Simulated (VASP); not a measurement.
Here is a VASP 6.6.1 calculation.

The input INCAR:

```
SYSTEM = Yb
  PREC = Accurate
  ENCUT = 520
  EDIFF = 1E-6
  ISMEAR = 0
  SIGMA = 0.15
  LREAL = .False.
  LASPH = .True.
  NELM = 60
  ALGO = Fast
  ISIF = 2
  LWAVE = .False.
  LCHARG = .True.
  GGA = PE
  LELF = .True.
  LVHAR = .True.
  NBANDS = 18
```

Contents of KPOINTS:

```
Automatic mesh
0
Gamma
  14 14 14
  0 0 0
```

POSCAR

```
Yb
1.0
   -0.2872968390      2.6117894455      2.3963168162
    2.3244926065      0.0000000000      2.1090199772
    2.6117894455      2.6117894455     -0.2872968390
Yb
1
Direct
    0.0000000000      0.0000000000      0.0000000000
```

Potentials or basis: VASP PAW PBE potentials, release 64 (Yb).

Command:

```sh
$ cat potpaw_PBE.64/Yb/POTCAR > POTCAR
$ mpirun -np 1 vasp_std > vasp.out
```

Q: What does it give for the band gap on the k mesh?

A: Zero (bands 12 and 13 overlap by 1.02 eV).

Q: What does it give for the pressure?

A: 2.6 GPa.

Stress tensor (GPa, compression positive):
```
4.11 0.00 7.44
0.00 0.37 0.00
7.44 0.00 3.31
```

Caveat: the cell differs from its parent crystal (engineering shear strain xz -0.2200, normal strain along z -0.0825); spin-orbit coupling is left out, which moves the levels of the heavy elements. Spin polarisation is off, so any magnetic state and its effect on volume and gap are missing.
